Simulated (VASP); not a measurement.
# EuN2H4 in VASP: single point with PBE+U

Aim: the single point of EuN2H4 with PBE+U.

All numbers are computed with VASP 6.6.1; they aren't measurements. Logs are shortened: lines on timing, memory, paths and dates and some standing lists are left out, and cuts for length are marked.

## Step 1: The cell of the first run

The cell holds a molecule in a box, 7 atoms: a = 9.410 Å, b = 11.300 Å, c = 14.820 Å, α = 90.00°, β = 90.00°, γ = 90.00°.

## Step 2: Single point, PBE+U, collinear spin, ferromagnetic start

The input, INCAR:

```
PREC = Accurate ; ENCUT = 520
EDIFF = 1E-6 ; ISMEAR = 0
SIGMA = 0.01 ; LREAL = False
LASPH = True ; NELM = 150
ALGO = Normal ; ISIF = 2
LWAVE = False ; LCHARG = False
ISPIN = 2 ; MAGMOM = 7 0 0 0 0 0 0
LORBIT = 11 ; LMAXMIX = 6
LDAU = True ; LDAUTYPE = 2
LDAUL = 3 -1 -1 ; LDAUU = 5 0 0
LDAUJ = 0 0 0 ; LDAUPRINT = 1
GGA = PE ; NBANDS = 28
```

The input, KPOINTS:

```
regular mesh
0
Gamma
  1 1 1
```

The input, POSCAR:

```
EuH4N2
1.0
    9.4100000000      0.0000000000      0.0000000000
    0.0000000000     11.3000000000      0.0000000000
    0.0000000000      0.0000000000     14.8200000000
Eu N H
1 2 4
Direct
    0.4783953200      0.6014460200      0.5008825900
    0.5065855500      0.4879778800      0.6292368400
    0.4864006400      0.4890761100      0.3709811100
    0.5081594000      0.5086230100      0.6964804300
    0.5220021300      0.3982300900      0.6284460200
    0.5021222100      0.3993132700      0.3720877200
    0.4782146700      0.5081460200      0.3036437200
```

Potentials or basis: VASP PAW PBE potentials, release 64 (Eu, N, H).

The run is started by

```
> cat potpaw_PBE.64/Eu/POTCAR potpaw_PBE.64/N/POTCAR potpaw_PBE.64/H/POTCAR > POTCAR
> mpirun -np 1 vasp_gam > vasp.out
```

OUTCAR:

```text
PREC = Accurate
   ENCUT = 520
   EDIFF = 1E-6
   ISMEAR = 0
   LREAL = False
   LASPH = True
   NELM = 150
   ISIF = 2
   ISPIN = 2
   LORBIT = 11
   GGA = PE

 ion  position               nearest neighbor table
   1  0.478  0.601  0.501-   3 2.31   2 2.31
   2  0.507  0.488  0.629-   4 1.02   5 1.02   1 2.31
   3  0.486  0.489  0.371-   7 1.02   6 1.03   1 2.31
   4  0.508  0.509  0.696-   2 1.02
   5  0.522  0.398  0.628-   2 1.02
   6  0.502  0.399  0.372-   3 1.03
   7  0.478  0.508  0.304-   3 1.02

  LATTYP: Found a simple orthorhombic cell.
 ALAT       =     9.4100000000
 B/A-ratio  =     1.2008501594
 C/A-ratio  =     1.5749202976

  Lattice vectors:

 A1 = (   9.4100000000,   0.0000000000,   0.0000000000)
 A2 = (   0.0000000000,  11.3000000000,   0.0000000000)
 A3 = (   0.0000000000,   0.0000000000,  14.8200000000)

Analysis of symmetry for initial positions (statically):
=====================================================================
 Subroutine PRICEL returns:
 Original cell was already a primitive cell.

 Routine SETGRP: Setting up the symmetry group for a
 simple orthorhombic supercell.

 Subroutine GETGRP returns: Found  1 space group operations
 (whereof  1 operations were pure point group operations)
 out of a pool of  8 trial point group operations.

The static configuration has the point symmetry C_1 .

Analysis of symmetry for dynamics (positions and initial velocities):
=====================================================================
 Subroutine PRICEL returns:
 Original cell was already a primitive cell.

 Routine SETGRP: Setting up the symmetry group for a
 simple orthorhombic supercell.

 Subroutine GETGRP returns: Found  1 space group operations
 (whereof  1 operations were pure point group operations)
 out of a pool of  8 trial point group operations.

The dynamic configuration has the point symmetry C_1 .

Analysis of structural, dynamic, and magnetic symmetry:
=====================================================================
 Subroutine PRICEL returns:
 Original cell was already a primitive cell.

 Routine SETGRP: Setting up the symmetry group for a
 simple orthorhombic supercell.

 Subroutine GETGRP returns: Found  1 space group operations
 (whereof  1 operations were pure point group operations)
 out of a pool of  8 trial point group operations.

The overall configuration has the point symmetry C_1 .

 Subroutine INISYM returns: Found  1 space group operations
 (whereof  1 operations are pure point group operations),
 and found     1 'primitive' translations

----------------------------------------------------------------------------------------

                                     Primitive cell

  volume of cell :    1575.8551

  direct lattice vectors                    reciprocal lattice vectors
     9.410000000  0.000000000  0.000000000     0.106269926  0.000000000  0.000000000
     0.000000000 11.300000000  0.000000000     0.000000000  0.088495575  0.000000000
     0.000000000  0.000000000 14.820000000     0.000000000  0.000000000  0.067476383

  length of vectors
     9.410000000 11.300000000 14.820000000     0.106269926  0.088495575  0.067476383

  position of ions in fractional coordinates (direct lattice)
     0.478395320  0.601446020  0.500882590
     0.506585550  0.487977880  0.629236840
     0.486400640  0.489076110  0.370981110
     0.508159400  0.508623010  0.696480430
     0.522002130  0.398230090  0.628446020
     0.502122210  0.399313270  0.372087720
[... 87 lines left out ...]
   J (eV)           for each species LDAUJ =   0.0  0.0  0.0
   GGA     = PE    functional components
   LHFCALC =     F    Hartree Fock is set to
   AEXX    =    0.0000 exact exchange contribution
   IVDW    =     0    specifies the selected vdW correction
   LEPSILON=     F    determine dielectric tensor
   LRPA    =     F    only Hartree local field effects (RPA)
 spin polarized calculation
 Gauss-broadening in eV      SIGMA  =   0.01
  energy-cutoff  :      520.00
  volume of cell :     1575.86
 maximum number of plane-waves:     21228
 NGX is ok and might be reduce to    70
   NGX = 35   NGY = 43   NGZ = 55

atom =   1  type =  1  l = 3

 onsite density matrix

spin component  1

  0.9781  0.0000  0.0009  0.0000 -0.0001  0.0000 -0.0001
  0.0000  0.9773 -0.0008 -0.0003  0.0001  0.0001 -0.0000
  0.0009 -0.0008  0.9679 -0.0003  0.0019  0.0001 -0.0004
  0.0000 -0.0003 -0.0003  0.9806  0.0000 -0.0010 -0.0001
 -0.0001  0.0001  0.0019  0.0000  0.9810  0.0001  0.0001
  0.0000  0.0001  0.0001 -0.0010  0.0001  0.9778 -0.0000
 -0.0001 -0.0000 -0.0004 -0.0001  0.0001 -0.0000  0.9779

spin component  2

  0.0003  0.0000 -0.0010  0.0000 -0.0002 -0.0000  0.0000
  0.0000  0.0023  0.0005 -0.0002 -0.0001  0.0002  0.0000
 -0.0010  0.0005  0.0076  0.0002 -0.0007 -0.0001  0.0003
  0.0000 -0.0002  0.0002  0.0016  0.0000 -0.0009  0.0000
 -0.0002 -0.0001 -0.0007  0.0000  0.0021 -0.0001 -0.0008
 -0.0000  0.0002 -0.0001 -0.0009 -0.0001  0.0029  0.0001
  0.0000  0.0000  0.0003  0.0000 -0.0008  0.0001  0.0003

 occupancies and eigenvectors

  o =  0.0000  v =  0.0000  0.0000  0.0000  0.0000  0.0000  0.0000  0.0000 -0.3594  0.0215 -0.0539  0.0469 -0.3886  0.0195 -0.8449      0.0000  0.0000  0.0000  0.0000  0.0000  0.0000  0.0000  0.0000  0.0000  0.0000  0.0000  0.0000  0.0000  0.0000
  o =  0.0001  v =  0.0000  0.0000  0.0000  0.0000  0.0000  0.0000  0.0000  0.9091 -0.0429  0.1439 -0.0008 -0.0198  0.0254 -0.3874      0.0000  0.0000  0.0000  0.0000  0.0000  0.0000  0.0000  0.0000  0.0000  0.0000  0.0000  0.0000  0.0000  0.0000
  o =  0.0012  v =  0.0000  0.0000  0.0000  0.0000  0.0000  0.0000  0.0000 -0.0108 -0.1311  0.0224 -0.8880 -0.0743 -0.4330 -0.0253      0.0000  0.0000  0.0000  0.0000  0.0000  0.0000  0.0000  0.0000  0.0000  0.0000  0.0000  0.0000  0.0000  0.0000
  o =  0.0022  v =  0.0000  0.0000  0.0000  0.0000  0.0000  0.0000  0.0000  0.0698  0.9547 -0.0820 -0.0072 -0.0406 -0.2741  0.0117      0.0000  0.0000  0.0000  0.0000  0.0000  0.0000  0.0000  0.0000  0.0000  0.0000  0.0000  0.0000  0.0000  0.0000
  o =  0.0023  v =  0.0000  0.0000  0.0000  0.0000  0.0000  0.0000  0.0000 -0.1502  0.0838  0.1156 -0.1085  0.9003  0.0734 -0.3597      0.0000  0.0000  0.0000  0.0000  0.0000  0.0000  0.0000  0.0000  0.0000  0.0000  0.0000  0.0000  0.0000  0.0000
  o =  0.0034  v =  0.0000  0.0000  0.0000  0.0000  0.0000  0.0000  0.0000 -0.0095 -0.2343  0.0162  0.4434  0.1200 -0.8549 -0.0532      0.0000  0.0000  0.0000  0.0000  0.0000  0.0000  0.0000  0.0000  0.0000  0.0000  0.0000  0.0000  0.0000  0.0000
  o =  0.0079  v =  0.0000  0.0000  0.0000  0.0000  0.0000  0.0000  0.0000  0.1296 -0.0846 -0.9775 -0.0279  0.1287  0.0103 -0.0554      0.0000  0.0000  0.0000  0.0000  0.0000  0.0000  0.0000  0.0000  0.0000  0.0000  0.0000  0.0000  0.0000  0.0000
  o =  0.9674  v =  0.0865 -0.0845 -0.9820 -0.0238  0.1361  0.0107 -0.0426  0.0000  0.0000  0.0000  0.0000  0.0000  0.0000  0.0000      0.0000  0.0000  0.0000  0.0000  0.0000  0.0000  0.0000  0.0000  0.0000  0.0000  0.0000  0.0000  0.0000  0.0000
  o =  0.9774  v = -0.0615 -0.9542  0.0745  0.0143 -0.0278  0.2804  0.0240  0.0000  0.0000  0.0000  0.0000  0.0000  0.0000  0.0000      0.0000  0.0000  0.0000  0.0000  0.0000  0.0000  0.0000  0.0000  0.0000  0.0000  0.0000  0.0000  0.0000  0.0000
  o =  0.9775  v =  0.0042  0.2719 -0.0276  0.3061 -0.0325  0.9094  0.0600  0.0000  0.0000  0.0000  0.0000  0.0000  0.0000  0.0000      0.0000  0.0000  0.0000  0.0000  0.0000  0.0000  0.0000  0.0000  0.0000  0.0000  0.0000  0.0000  0.0000  0.0000
  o =  0.9779  v = -0.4239  0.0210  0.0040 -0.0035  0.0234  0.0574 -0.9033  0.0000  0.0000  0.0000  0.0000  0.0000  0.0000  0.0000      0.0000  0.0000  0.0000  0.0000  0.0000  0.0000  0.0000  0.0000  0.0000  0.0000  0.0000  0.0000  0.0000  0.0000
  o =  0.9782  v =  0.8993 -0.0486  0.0992  0.0033 -0.0202  0.0393 -0.4207  0.0000  0.0000  0.0000  0.0000  0.0000  0.0000  0.0000      0.0000  0.0000  0.0000  0.0000  0.0000  0.0000  0.0000  0.0000  0.0000  0.0000  0.0000  0.0000  0.0000  0.0000
  o =  0.9809  v = -0.0012 -0.0753 -0.0009  0.9452  0.1292 -0.2897 -0.0199  0.0000  0.0000  0.0000  0.0000  0.0000  0.0000  0.0000      0.0000  0.0000  0.0000  0.0000  0.0000  0.0000  0.0000  0.0000  0.0000  0.0000  0.0000  0.0000  0.0000  0.0000
  o =  0.9813  v =  0.0152  0.0021  0.1396 -0.1105  0.9808  0.0742  0.0241  0.0000  0.0000  0.0000  0.0000  0.0000  0.0000  0.0000      0.0000  0.0000  0.0000  0.0000  0.0000  0.0000  0.0000  0.0000  0.0000  0.0000  0.0000  0.0000  0.0000  0.0000

 number of electron      30.9999994 magnetization       6.9999999

 Free energy of the ion-electron system (eV)
  ---------------------------------------------------
  ext. energy  EPLUGINS =         0.00000000
  ---------------------------------------------------
  free energy    TOTEN  =       -42.37179435 eV

  energy without entropy =      -42.37179435  energy(sigma->0) =      -42.37179435

 E-fermi :  -3.3676     XC(G=0):  -1.0104

 val. band max:       -3.5338776917   @ k =   0.0000   0.0000   0.0000
 cond. band min:      -1.9692474344   @ k =   0.0000   0.0000   0.0000
 fundamental gap:      1.5646302572
 Fermi energy:        -3.3675938741

 spin component 1

 k-point     1 :       0.0000    0.0000    0.0000
  band No.  band energies     occupation
      1     -43.2883      1.00000
      2     -22.4619      1.00000
      3     -22.4125      1.00000
      4     -22.2723      1.00000
      5     -18.0473      1.00000
      6     -17.9271      1.00000
[... 19 lines left out ...]
     26       0.5267      0.00000
     27       0.6660      0.00000
 Fermi energy:        -3.3675938741

 spin component 2

 k-point     1 :       0.0000    0.0000    0.0000
  band No.  band energies     occupation
      1     -40.1306      1.00000
      2     -20.3160      1.00000
      3     -20.2328      1.00000
      4     -20.1500      1.00000
      5     -17.9745      1.00000
      6     -17.7371      1.00000
[... 19 lines left out ...]
     26       1.6054      0.00000
     27       1.7630      0.00000
 [bands above 27 left out]

------------------------ aborting loop because EDIFF is reached ----------------------------------------

  FORCE on cell =-STRESS in cart. coord.  units (eV):
  Direction    XX          YY          ZZ          XY          YZ          ZX
  --------------------------------------------------------------------------------------
  -------------------------------------------------------------------------------------
  Total       -0.0223173     -0.6014183     -1.5839908      0.0377275      0.0196837     -0.0718438
  in kB       -0.0226901     -0.6114641     -1.6104490      0.0383577      0.0200125     -0.0730438
  external PRESSURE =      -0.7482011 kB  Pullay stress =       0.0000000 kB

 VOLUME and BASIS-vectors are now :
 -----------------------------------------------------------------------------
  energy-cutoff  :      520.00
  volume of cell :     1575.86
      direct lattice vectors                 reciprocal lattice vectors
     9.410000000  0.000000000  0.000000000     0.106269926  0.000000000  0.000000000
     0.000000000 11.300000000  0.000000000     0.000000000  0.088495575  0.000000000
     0.000000000  0.000000000 14.820000000     0.000000000  0.000000000  0.067476383

 POSITION                                       TOTAL-FORCE (eV/Angst)
 -----------------------------------------------------------------------------------
      4.50170      6.79634      7.42308         0.033306     -0.364878      0.001477
      4.76697      5.51415      9.32529        -0.011518      0.079254     -0.249369
      4.57703      5.52656      5.49794         0.017307      0.051672      0.237359
      4.78178      5.74744     10.32184        -0.019614      0.112355     -0.036104
      4.91204      4.50000      9.31357        -0.003618     -0.002891     -0.079792
      4.72497      4.51224      5.51434         0.000339      0.010758      0.069896
      4.50000      5.74205      4.50000        -0.016202      0.113730      0.056534
 -----------------------------------------------------------------------------------
    total drift:                                0.000066      0.000083      0.000719

  FREE ENERGIE OF THE ION-ELECTRON SYSTEM (eV)
  ---------------------------------------------------
  free  energy   TOTEN  =       -42.3717943499 eV

  energy  without entropy=      -42.3717943499  energy(sigma->0) =      -42.37179435

 total charge

# of ion       s       p       d       f       tot
--------------------------------------------------
    1        2.036   5.751   0.339   6.849  14.975
    2        1.229   2.620   0.000   0.000   3.849
    3        1.229   2.620   0.000   0.000   3.849
    4        0.640   0.081   0.000   0.000   0.721
    5        0.640   0.081   0.000   0.000   0.721
    6        0.639   0.081   0.000   0.000   0.720
    7        0.640   0.081   0.000   0.000   0.721
--------------------------------------------------
tot          7.052  11.316   0.339   6.849  25.556

 magnetization (x)

# of ion       s       p       d       f       tot
--------------------------------------------------
    1       -0.012  -0.118   0.061   6.817   6.748
    2       -0.006  -0.027   0.000   0.000  -0.033
    3       -0.006  -0.027   0.000   0.000  -0.033
    4       -0.001  -0.000   0.000   0.000  -0.001
    5       -0.000  -0.000   0.000   0.000  -0.001
    6       -0.000  -0.000   0.000   0.000  -0.001
    7       -0.001  -0.000   0.000   0.000  -0.001
--------------------------------------------------
tot         -0.025  -0.173   0.061   6.817   6.680
```

It took 13 min on 1 thread of Intel Xeon 8259CL, shared host; peak memory 1.6 GiB.

Results:

```
Free energy                                           : -42.3718 eV
Largest force                                         : 0.366 eV/Å
Gap between the frontier levels                       : 1.56 eV
Net moment                                            : 7.00 μB per cell
Site moments                                          : Eu +6.75; N -0.03; H -0.00 μB
Valence electrons inside the program's atomic spheres : Eu 14.97; N 3.85; H 0.72
```

Forces in eV/Å, atoms in the order of the input:
```
Eu   0.033 -0.365  0.001
N   -0.012  0.079 -0.249
N    0.017  0.052  0.237
H   -0.020  0.112 -0.036
H   -0.004 -0.003 -0.080
H    0.000  0.011  0.070
H   -0.016  0.114  0.057
```

Eigenvalues of the final occupation matrices:
| site | spin | trace | eigenvalues |
| --- | --- | --- | --- |
| site 1 f | 1 | 6.84 | 0.97 0.98 0.98 0.98 0.98 0.98 0.98 |
| site 1 f | 2 | 0.02 | 0.00 0.00 0.00 0.00 0.00 0.00 0.01 |

Caveat: spin-orbit coupling is left out, which moves the levels of the heavy elements. The state reached can hang on the start; a lower one may exist.
